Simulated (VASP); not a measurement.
# Te (C2/m) in VASP: single point with PBEsol

Aim: the single point of Te with PBEsol.

Everything below comes from runs of VASP 6.6.1. Logs are shortened: lines on timing, memory, paths and dates and some standing lists are left out, and cuts for length are marked.

**1. The cell of the first run**

It takes space group C2/m (No. 12, monoclinic). The conventional cell has a = 7.641 Å, b = 4.296 Å, c = 5.977 Å, α = 90.00°, β = 90.90°, γ = 90.00°. Te (site symmetry 2/m) has 6 Te at 3.09 to 3.31 Å within 4.1 Å. Te (site symmetry m) has 6 Te at 3.03 to 3.47 Å within 4.0 Å.

**2. Single point, PBEsol**

INCAR

```
ALGO = Normal
EDIFF = 1E-6
ENCUT = 520
GGA = PS
ISIF = 2
ISMEAR = -1
LASPH = T
LCHARG = F
LREAL = F
LWAVE = F
NBANDS = 16
NELM = 100
PREC = Accurate
SIGMA = 0.03
```

KPOINTS

```
k-points
0
Gamma
  4 4 3
```

POSCAR

```
Te
1.0
    3.8202894285     -2.1482026000      0.0000000000
    3.8202894285      2.1482026000      0.0000000000
   -0.0942908673      0.0000000000      5.9760906531
Te
3
Direct
    0.0000000000      0.0000000000      0.0000000000
    0.3094466100      0.3094466100      0.3388094900
    0.6905533900      0.6905533900      0.6611905100
```

Potentials or basis: VASP PAW PBE potentials, release 64 (Te).

Launch:

```
$ cat potpaw_PBE.64/Te/POTCAR > POTCAR
$ mpirun -np 1 vasp_std > vasp.out
```

OUTCAR:

```text
EDIFF = 1E-6
   ENCUT = 520
   GGA = PS
   ISIF = 2
   ISMEAR = -1
   LASPH = T
   LREAL = F
   NELM = 100
   PREC = Accurate

 ion  position               nearest neighbor table
   1  0.000  0.000  0.000-   2 3.09   3 3.09   3 3.31   3 3.31   2 3.31   2 3.31
   2  0.309  0.309  0.339-   3 3.03   3 3.03   1 3.09   1 3.31   1 3.31   3 3.47
   3  0.691  0.691  0.661-   2 3.03   2 3.03   1 3.09   1 3.31   1 3.31   2 3.47

  LATTYP: Found a base centered monoclinic cell.
 ALAT       =     7.6405788570
 B/A-ratio  =     0.5623140969
 C/A-ratio  =     0.7822489081
 COS(beta)  =    -0.0157760547

  Lattice vectors:

 A1 = (   3.8202894285,  -2.1482026000,   0.0000000000)
 A2 = (   3.8202894285,   2.1482026000,   0.0000000000)
 A3 = (  -0.0942908673,   0.0000000000,   5.9760906531)

Analysis of symmetry for initial positions (statically):
=====================================================================
 Subroutine PRICEL returns:
 Original cell was already a primitive cell.

 Routine SETGRP: Setting up the symmetry group for a
 base centered monoclinic supercell.

 Subroutine GETGRP returns: Found  4 space group operations
 (whereof  4 operations were pure point group operations)
 out of a pool of  4 trial point group operations.

The static configuration has the point symmetry C_2h.

Analysis of symmetry for dynamics (positions and initial velocities):
=====================================================================
 Subroutine PRICEL returns:
 Original cell was already a primitive cell.

 Routine SETGRP: Setting up the symmetry group for a
 base centered monoclinic supercell.

 Subroutine GETGRP returns: Found  4 space group operations
 (whereof  4 operations were pure point group operations)
 out of a pool of  4 trial point group operations.

The dynamic configuration has the point symmetry C_2h.

 Subroutine INISYM returns: Found  4 space group operations
 (whereof  4 operations are pure point group operations),
 and found     1 'primitive' translations

----------------------------------------------------------------------------------------

                                     Primitive cell

  volume of cell :      98.0886

  direct lattice vectors                    reciprocal lattice vectors
     3.820289429 -2.148202600  0.000000000     0.130880136 -0.232752721  0.002065029
     3.820289429  2.148202600  0.000000000     0.130880136  0.232752721  0.002065029
    -0.094290867  0.000000000  5.976090653     0.000000000  0.000000000  0.167333472
[... 78 lines left out ...]
   EDIFF  = 0.1E-05   stopping-criterion for ELM
   LREAL  =      F    real-space projection
   EDIFFG = 0.1E-04   stopping-criterion for IOM
   NSW    =      0    number of steps for IOM
   IBRION =     -1    ionic relax: 0-MD 1-quasi-New 2-CG
   NFREE  =      0    steps in history (QN), initial steepest desc. (CG)
   ISIF   =      2    stress and relaxation
   ISYM   =      2    0-nonsym 1-usesym 2-fastsym
   POTIM  = 0.5000    time-step for ionic-motion
   TEBEG  =    0.0;   TEEND  =   0.0 temperature during run
   PSTRESS=    0.0 pullay stress
   NELECT =      18.0000    total number of electrons
   NUPDOWN=      -1.0000    fix difference up-down
   EMIN   =  10.00;   EMAX   =-10.00  energy-range for DOS
   EFERMI =   0.00;   METHOD = LEGACY
   ISMEAR =    -1;   SIGMA  =   0.03  broadening in eV -4-tet -1-fermi 0-gaus
   EFERMI_NEDOS =   21; number of points for ismear=-14 and -15
   IALGO  =     38    algorithm
   IMIX   =      4    mixing-type and parameters
     AMIX     =   0.40;   BMIX     =  1.00
     AMIX_MAG =   1.60;   BMIX_MAG =  1.00
  volume/ion in A,a.u.               =      32.70       220.64
  Fermi-wavevector in a.u.,A,eV,Ry     =   0.930307  1.758025 11.775440  0.865470
  Thomas-Fermi vector in A             =   2.056681
   LORBIT       =      0    0 simple, 1 ext, 2 COOP (PROOUT), +10 PAW based schemes
   GGA     = PS    functional components
   LHFCALC =     F    Hartree Fock is set to
   AEXX    =    0.0000 exact exchange contribution
   IVDW    =     0    specifies the selected vdW correction
   LEPSILON=     F    determine dielectric tensor
   LRPA    =     F    only Hartree local field effects (RPA)
 non-spin polarized calculation
  energy-cutoff  :      520.00
  volume of cell :       98.09
 maximum number of plane-waves:      2654
 NGX is ok and might be reduce to    36
   NGX = 17   NGY = 17   NGZ = 23

 number of electron      18.0000000 magnetization

 Free energy of the ion-electron system (eV)
  ---------------------------------------------------
  ext. energy  EPLUGINS =         0.00000000
  ---------------------------------------------------
  free energy    TOTEN  =       -10.42690354 eV

  energy without entropy =      -10.42410230  energy(sigma->0) =      -10.42550292

 E-fermi :   6.3615     XC(G=0):  -9.4285

 val. band max:        6.2949678598   @ k =   0.5000   0.2500   0.3333
 cond. band min:       6.3727562290   @ k =   0.5000   0.5000   0.0000
 fundamental gap:      0.0777883692
 Fermi energy:         6.3614874944

 k-point     1 :       0.0000    0.0000    0.0000
  band No.  band energies     occupation
      1      -7.3800      2.00000
      2      -4.1845      2.00000
      3      -4.0423      2.00000
      4       3.5831      2.00000
      5       3.6162      2.00000
      6       4.0698      2.00000
[... 300 lines left out ...]
      3      -3.0208      2.00000
      4       1.5384      2.00000
      5       2.3147      2.00000
      6       3.0325      2.00000
[... 8 lines left out ...]
     15      13.3056      0.00000
     16      13.3654      0.00000

------------------------ aborting loop because EDIFF is reached ----------------------------------------

  FORCE on cell =-STRESS in cart. coord.  units (eV):
  Direction    XX          YY          ZZ          XY          YZ          ZX
  --------------------------------------------------------------------------------------
  -------------------------------------------------------------------------------------
  Total       -0.8979152     -0.9481749     -1.1669391      0.0000000      0.0000000      0.0512793
  in kB      -14.6665251    -15.4874654    -19.0607555      0.0000000      0.0000000      0.8375944
  external PRESSURE =     -16.4049153 kB  Pullay stress =       0.0000000 kB

 VOLUME and BASIS-vectors are now :
 -----------------------------------------------------------------------------
  energy-cutoff  :      520.00
  volume of cell :       98.09
      direct lattice vectors                 reciprocal lattice vectors
     3.820289429 -2.148202600  0.000000000     0.130880136 -0.232752721  0.002065029
     3.820289429  2.148202600  0.000000000     0.130880136  0.232752721  0.002065029
    -0.094290867  0.000000000  5.976090653     0.000000000  0.000000000  0.167333472

 POSITION                                       TOTAL-FORCE (eV/Angst)
 -----------------------------------------------------------------------------------
      0.00000      0.00000      0.00000        -0.000000      0.000000      0.000000
      2.33240      0.00000      2.02476         0.037821      0.000000      0.066964
      5.21388      0.00000      3.95133        -0.037821      0.000000     -0.066964
 -----------------------------------------------------------------------------------
    total drift:                               -0.000000     -0.000000     -0.000000

  FREE ENERGIE OF THE ION-ELECTRON SYSTEM (eV)
  ---------------------------------------------------
  free  energy   TOTEN  =       -10.4269035378 eV

  energy  without entropy=      -10.4241023011  energy(sigma->0) =      -10.42550292
```

OSZICAR:

```text
N       E                     dE             d eps       ncg     rms          rms(c)
DAV:   1     0.650702892675E+02    0.65070E+02   -0.64298E+03   544   0.888E+02
DAV:   2    -0.656606017292E+01   -0.71636E+02   -0.67963E+02   736   0.134E+02
DAV:   3    -0.103944704652E+02   -0.38284E+01   -0.38123E+01   696   0.336E+01
DAV:   4    -0.104519574914E+02   -0.57487E-01   -0.57482E-01   808   0.491E+00
DAV:   5    -0.104528053859E+02   -0.84789E-03   -0.84789E-03   736   0.522E-01    0.131E+01
DAV:   6    -0.104305929341E+02    0.22212E-01   -0.31790E-02   688   0.101E+00    0.805E+00
DAV:   7    -0.104272744644E+02    0.33185E-02   -0.30014E-02   736   0.966E-01    0.507E-01
DAV:   8    -0.104270872309E+02    0.18723E-03   -0.24653E-03   664   0.289E-01    0.201E-01
DAV:   9    -0.104269074189E+02    0.17981E-03   -0.39794E-04   736   0.113E-01    0.742E-02
DAV:  10    -0.104269063041E+02    0.11148E-05   -0.11204E-04   736   0.532E-02    0.195E-02
DAV:  11    -0.104269036444E+02    0.26597E-05   -0.17087E-05   664   0.227E-02    0.890E-03
DAV:  12    -0.104269035378E+02    0.10658E-06   -0.10945E-06   488   0.651E-03
   1 F= -.10426904E+02 E0= -.10425503E+02  d E =-.280124E-02
```

stdout:

```text
POSCAR found type information on POSCAR Te
 POSCAR found :  1 types and       3 ions
 scaLAPACK will be used
 -----------------------------------------------------------------------------
|                                                                             |
|                                                                             |
|     You enforced a specific xc type in the INCAR file but a different       |
|     I HOPE YOU KNOW WHAT YOU ARE DOING!                                     |
|                                                                             |
 -----------------------------------------------------------------------------

 LDA part: xc-table for (Slater+PW92), standard interpolation
 POSCAR, INCAR and KPOINTS ok, starting setup
 FFT: planning ... GRIDC
 FFT: planning ... GRID_SOFT
 FFT: planning ... GRID
 WAVECAR not read
 entering main loop
```

It took 49 s on 1 thread of Intel Xeon 8259CL, shared host; peak memory 0.23 GiB.

Results:

```
Free energy            : -10.4269 eV
Pressure               : -1.6 GPa
Largest force          : 0.077 eV/Å
Band gap on the k mesh : 0.08 eV (least direct gap 0.20 eV)
```

Forces on the atoms (eV/Å):
```
Te   0.000  0.000  0.000
Te   0.038  0.000  0.067
Te  -0.038  0.000 -0.067
```

Stress tensor (GPa, compression positive):
```
-1.47  0.00  0.08
 0.00 -1.55  0.00
 0.08  0.00 -1.91
```

Caveat: semilocal functionals underestimate gaps, and a narrow one can read as zero; the PAW data sets were made with another functional, which shifts forces and pressure a little; spin-orbit coupling is left out, which moves the levels of the heavy elements. A k mesh can miss the band edges.
